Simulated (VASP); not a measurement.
Set up this calculation in VASP 6.6.1, as the native input.

* Task: single point
* Functional: LDA
* Potentials or basis: VASP PAW LDA potentials, release 64 (Sr_sv, Cd)
* Cutoff: 520 eV
* k mesh: 10 × 10 × 10
* Occupations: fermi-dirac, width 0.08 eV
* Spin: no spin polarisation
* Dipole correction: no
* Further INCAR settings: ALGO = Normal; EDIFF = 1e-07; NBANDS = 18

The structure of SrCd lies in POSCAR:

```
SrCd
1.0
    4.0030000000      0.0000000000      0.0000000000
    0.0000000000      4.0030000000      0.0000000000
    0.0000000000      0.0000000000      4.0830600000
Sr Cd
1 1
Direct
    0.5000000000      0.5000000000      0.5000000000
    0.0000000000      0.0000000000      0.0000000000
```

This cell differs from its parent crystal: zz strain of +2 %.

These files were run (other wordings do the same):

INCAR

```
SYSTEM = SrCd
ALGO = Normal ; EDIFF = 1E-7
ENCUT = 520 ; GGA = CA
ISIF = 2 ; ISMEAR = -1
LASPH = .True. ; LCHARG = .False.
LREAL = .False. ; LWAVE = .False.
NBANDS = 18 ; NELM = 80
PREC = Accurate ; SIGMA = 0.08
```

KPOINTS

```
k-points
0
Gamma
  10 10 10
  0 0 0
```

Potentials or basis: VASP PAW LDA potentials, release 64 (Sr_sv, Cd).

Command:

```sh
$ cat potpaw_LDA.64/Sr_sv/POTCAR potpaw_LDA.64/Cd/POTCAR > POTCAR
$ mpirun -np 1 vasp_std > vasp.out
```

It gave:

The pressure is -2.4 GPa. The band gap on the k mesh is zero (band 11 reaches 3.29 eV, above the bottom of band 12 at 1.23 eV).

Caveat: the cell differs from its parent crystal (zz strain of +2 %).

Run time: 47 s on 1 thread of Intel(R) Xeon(R) 6975P-C (Granite Rapids), with other jobs on the host, peak memory 0.26 GiB.
